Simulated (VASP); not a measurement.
Input of a VASP 6.6.1 run:

Contents of INCAR:

```
  ALGO = Normal
  EDIFF = 1E-6
  ENCUT = 520
  GGA = PE
  ISIF = 2
  ISMEAR = 0
  LASPH = T
  LCHARG = F
  LREAL = F
  LWAVE = F
  NBANDS = 27
  NELM = 100
  PREC = Accurate
  SIGMA = 0.05
```

Contents of KPOINTS:

```
k-points
0
Gamma
  8 8 8
```

The input POSCAR:

```
KTaO3
1.0
    4.1214684602      0.7797372763      0.7797372763
    0.7797372763      4.1214684602      0.7797372763
    0.7797372763      0.7797372763      4.1214684602
K Ta O
1 1 3
Direct
    0.5000000000      0.5000000000      0.5000000000
    0.0000000000      0.0000000000      0.0000000000
    0.5000000000      0.0000000000      0.0000000000
    0.0000000000      0.5000000000      0.0000000000
    0.0000000000      0.0000000000      0.5000000000
```

Potentials or basis: VASP PAW PBE potentials, release 64 (K_sv, Ta_pv, O).

The run is started by

```console
$ cat potpaw_PBE.64/K_sv/POTCAR potpaw_PBE.64/Ta_pv/POTCAR potpaw_PBE.64/O/POTCAR > POTCAR
$ mpirun -np 1 vasp_std > vasp.out
```

(1) Estimate the pressure.

(2) What does it give for the band gap on the k mesh?

## Answers

(1) 8.4 GPa.

(2) zero (band 19 reaches 3.77 eV, above the bottom of band 20 at 2.99 eV).

Caveat: spin-orbit coupling is left out, which moves the levels of the heavy elements.
